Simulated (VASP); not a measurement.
Write the native input for VASP 6.6.1 that does the following.

| Quantity | Value |
| --- | --- |
| Task | single point |
| Functional | PBEsol |
| Potentials or basis | VASP PAW PBE potentials, release 64 (Ge_d) |
| Cutoff | 520 eV |
| k mesh | 12 × 12 × 8 |
| Occupations | gaussian, width 0.15 eV |
| Spin | no spin polarisation |
| Dipole correction | no |
| Further INCAR settings | ALGO = Normal; EDIFF = 1e-06; NBANDS = 36 |

The structure of Ge lies in POSCAR:

```
Ge
1.0
    4.1008171026      0.0000000000      0.0000000000
   -2.0504085513      3.5514117871      0.0000000000
    0.0000000000      0.0000000000      6.7492899341
Ge
4
Direct
    0.0000000000      0.0000000000      0.0711500000
    0.0000000000      0.0000000000      0.5711500000
    0.3333333333      0.6666666667      0.8211500000
    0.6666666667      0.3333333333      0.3211500000
```

This isn't the form of Ge at room conditions, which is diamond.

This cell differs from its parent crystal: strain +0.080 along x and y, +0.080 along z.

The input as run:

INCAR

```
ALGO = Normal
EDIFF = 1E-6
ENCUT = 520
GGA = PS
ISIF = 2
ISMEAR = 0
LASPH = T
LCHARG = T
LELF = T
LREAL = F
LVHAR = T
LWAVE = F
NBANDS = 36
NELM = 80
PREC = Accurate
SIGMA = 0.15
```

KPOINTS

```
k-points
0
Gamma
  12 12 8
```

Potentials or basis: VASP PAW PBE potentials, release 64 (Ge_d).

Command:

```console
$ cat potpaw_PBE.64/Ge_d/POTCAR > POTCAR
$ mpirun -np 1 vasp_std > vasp.out
```

Results of the run:

```yaml
Pressure: -10.0 GPa
Band_gap_on_the_k_mesh: zero (bands 28 and 29 overlap by 3.50 eV)
```

Caveat: the cell differs from its parent crystal (strain +0.080 along x and y, +0.080 along z); the cell stands under tension; the PAW data sets were made with another functional, which shifts forces and pressure a little.

Run time: 9.5 min on 1 thread of Intel Xeon 8259CL, on a shared host, peak memory 0.36 GiB.
